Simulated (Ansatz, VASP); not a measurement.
**Al2Pt in VASP and in Ansatz**

```xyz
3
Lattice="0.0000 2.9550 2.9550 2.9550 0.0000 2.9550 2.9550 2.9550 0.0000" Properties=species:S:1:pos:R:3 pbc="T T T"
Pt    0.0000    0.0000    0.0000
Al    4.4325    4.4325    4.4325
Al    1.4775    1.4775    1.4775
```

Alike in both runs: functional PBEsol; k mesh 8 × 8 × 8; occupations fermi-dirac, width 0.05 eV; non-collinear spin, spin-orbit coupling.

|  | VASP | Ansatz |
| --- | --- | --- |
| version | VASP 6.6.1 | Ansatz 0.2.0 |
| potentials or method | VASP PAW PBE potentials, release 64 (Pt, Al) | Ansatz PAW |
| plane-wave cutoff (eV) | 520 | 420 |
| valence electrons in the cell | 16 | 24 |
| task | single point | band structure |

```tsv
	VASP	Ansatz	Ansatz less VASP
pressure (GPa)	-1.4	-1.5	-0.10
net moment per atom (μB)	0.00	0.00	0.000
```

VASP's potentials were made for PBE, not for PBEsol. VASP's potentials hold 16 valence electrons a cell and Ansatz's 24, so a difference there can come from the potentials and not from the codes.
